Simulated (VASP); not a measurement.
# Ga (Im-3m) in VASP: notebook, part 2 of 2

VASP 6.6.1. The steps go on from the part before.

## (5) Relaxation of cell and atoms, PBE

The input, INCAR:

```
SYSTEM = Ga
PREC = Accurate ; ENCUT = 600
EDIFF = 1E-7 ; ISMEAR = -1
SIGMA = 0.05 ; LREAL = .FALSE.
LASPH = .TRUE. ; NELM = 60
ALGO = Normal ; ISIF = 3
LWAVE = .FALSE. ; LCHARG = .FALSE.
GGA = PE ; IBRION = 2
NSW = 45 ; EDIFFG = -0.005
```

The input, KPOINTS:

```
regular mesh
0
G
  17 17 17
  0 0 0
```

The input, POSCAR:

```
Ga
1.0
   -1.6874213947      1.6874213947      1.6874213947
    1.6874213947     -1.6874213947      1.6874213947
    1.6874213947      1.6874213947     -1.6874213947
Ga
1
Direct
    0.0000000000      0.0000000000      0.0000000000
```

Potentials or basis: VASP PAW PBE potentials, release 64 (Ga_d).

Started as:

```console
$ cat potpaw_PBE.64/Ga_d/POTCAR > POTCAR
$ mpirun -np 1 vasp_std > vasp.out
```

OUTCAR:

```text
SYSTEM = Ga
   PREC = Accurate
   ENCUT = 600
   EDIFF = 1E-7
   ISMEAR = -1
   LREAL = .FALSE.
   LASPH = .TRUE.
   NELM = 60
   ISIF = 3
   GGA = PE
   IBRION = 2
   NSW = 45
   EDIFFG = -0.005

 ion  position               nearest neighbor table
   1  0.000  0.000  0.000-

  LATTYP: Found a body centered cubic cell.
 ALAT       =     3.3748427894

  Lattice vectors:

 A1 = (  -1.6874213947,   1.6874213947,   1.6874213947)
 A2 = (   1.6874213947,  -1.6874213947,   1.6874213947)
[... 530 lines left out ...]
      4      -9.3752      2.00000
      5      -9.3448      2.00000
      6      -2.9757      2.00000
      7       9.0699      0.00000
      8      10.3612      0.00000
      9      14.1608      0.00000
     10      19.4856      0.00000

 [... further k-points ...]
[... 5 lines left out ...]
  --------------------------------------------------------------------------------------
  -------------------------------------------------------------------------------------
  Total        0.0016831      0.0016831      0.0016831      0.0000000     -0.0000000      0.0000000
  in kB        0.1402037      0.1402037      0.1402037      0.0000000     -0.0000000      0.0000000
  external PRESSURE =       0.1402037 kB  Pullay stress =       0.0000000 kB

 VOLUME and BASIS-vectors are now :
 -----------------------------------------------------------------------------
  energy-cutoff  :      600.00
  volume of cell :       19.23
      direct lattice vectors                 reciprocal lattice vectors
    -1.687840637  1.687840637  1.687840637     0.000000000  0.296236498  0.296236498
     1.687840637 -1.687840637  1.687840637     0.296236498  0.000000000  0.296236498
     1.687840637  1.687840637 -1.687840637     0.296236498  0.296236498  0.000000000

 POSITION                                       TOTAL-FORCE (eV/Angst)
 -----------------------------------------------------------------------------------
      3.37568      0.00000      0.00000         0.000000      0.000000      0.000000
 -----------------------------------------------------------------------------------
    total drift:                                0.000000      0.000000      0.000000

  FREE ENERGIE OF THE ION-ELECTRON SYSTEM (eV)
  ---------------------------------------------------
  free  energy   TOTEN  =        -2.8735894251 eV

  energy  without entropy=       -2.8693175350  energy(sigma->0) =       -2.87145348

 reached required accuracy - stopping structural energy minimisation
```

OSZICAR:

```text
N       E                     dE             d eps       ncg     rms          rms(c)
DAV:   1     0.382719083330E+02    0.38272E+02   -0.75391E+03  3372   0.242E+03
DAV:   2    -0.150991580932E+01   -0.39782E+02   -0.38927E+02  3416   0.256E+02
DAV:   3    -0.288748306037E+01   -0.13776E+01   -0.13715E+01  3782   0.440E+01
DAV:   4    -0.289966141573E+01   -0.12178E-01   -0.12173E-01  3758   0.440E+00
DAV:   5    -0.289982274237E+01   -0.16133E-03   -0.16132E-03  3956   0.460E-01    0.780E-01
DAV:   6    -0.287901568225E+01    0.20807E-01   -0.40299E-02  3798   0.426E+00    0.393E-01
DAV:   7    -0.287411589813E+01    0.48998E-02   -0.81534E-03  4876   0.155E+00    0.106E-01
DAV:   8    -0.287358104738E+01    0.53485E-03   -0.63980E-04  4024   0.509E-01    0.758E-03
DAV:   9    -0.287358415354E+01   -0.31062E-05   -0.66530E-06  4732   0.412E-02    0.334E-03
DAV:  10    -0.287358532644E+01   -0.11729E-05   -0.36856E-07  3790   0.811E-03    0.249E-04
DAV:  11    -0.287358530138E+01    0.25060E-07   -0.17840E-09  2112   0.549E-04
   1 F= -.28735853E+01 E0= -.28714481E+01  d E =-.287359E+01
       N       E                     dE             d eps       ncg     rms          rms(c)
DAV:   1    -0.287367089904E+01   -0.85573E-04   -0.10661E-03  3600   0.689E-01    0.518E-02
DAV:   2    -0.287360644469E+01    0.64454E-04   -0.11789E-04  3652   0.239E-01    0.234E-02
DAV:   3    -0.287359149351E+01    0.14951E-04   -0.17236E-05  3712   0.855E-02    0.535E-03
DAV:   4    -0.287358941593E+01    0.20776E-05   -0.15581E-06  4694   0.256E-02    0.163E-04
DAV:   5    -0.287358942515E+01   -0.92141E-08   -0.39178E-09  2024   0.919E-04
   2 F= -.28735894E+01 E0= -.28714535E+01  d E =-.412377E-05
```

CONTCAR:

```text
Ga
   1.00000000000000
    -1.6878406368178425    1.6878406368178425    1.6878406368178425
     1.6878406368178425   -1.6878406368178425    1.6878406368178425
     1.6878406368178425    1.6878406368178425   -1.6878406368178425
  Ga
     1
Direct
     0.0000000000000000    1.0000000000000000    1.0000000000000000

  0.00000000E+00  0.00000000E+00  0.00000000E+00
```

Run time: 12 s. Hardware: 1 thread of Intel Xeon 6975P-C (Granite Rapids), shared host; peak memory 0.17 GiB.

What came out:

| Property | Result |
| --- | --- |
| Free energy | -2.8736 eV |
| Relaxed volume | 19.23 Å³/atom |
| Relaxed cell | a = 2.923 Å, b = 2.923 Å, c = 2.923 Å, α = 109.47°, β = 109.47°, γ = 109.47° |
| Space group after relaxing (to 0.05 Å) | Im-3m (No. 229) |
| Energy gained by relaxing | 0.0 meV/atom |
| Ionic steps | 2 |
| Pressure after relaxing | 0.0 GPa |

Final structure:
```xyz
1
Lattice="-1.6878 1.6878 1.6878 1.6878 -1.6878 1.6878 1.6878 1.6878 -1.6878" Properties=species:S:1:pos:R:3 pbc="T T T"
Ga    3.3757    0.0000    0.0000
```

## (6) The runs side by side

| task | cell | cutoff (eV) | gap on the mesh (eV) | pressure (GPa) | relaxed volume (Å³/atom) |
| --- | --- | --- | --- | --- | --- |
| single point | a = 2.923 Å, angles 109.5°, 1 atom | 520 | none | 0.1 | - |
| relaxation of cell and atoms | relaxed from a = 2.912 Å, angles 109.5°, 1 atom | 600 | none | 0.0 | 19.23 |
| relaxation of cell and atoms | relaxed from a = 2.923 Å, angles 109.5°, 1 atom | 600 | none | 0.0 | 19.23 |

Alike in all rows: level PBE; potentials or basis VASP PAW PBE potentials, release 64 (Ga_d); no spin polarisation; k mesh 17 × 17 × 17; smearing fermi-dirac 0.05 eV.

Total energies depend on the potentials used, so only differences within one code and one set of settings carry meaning.
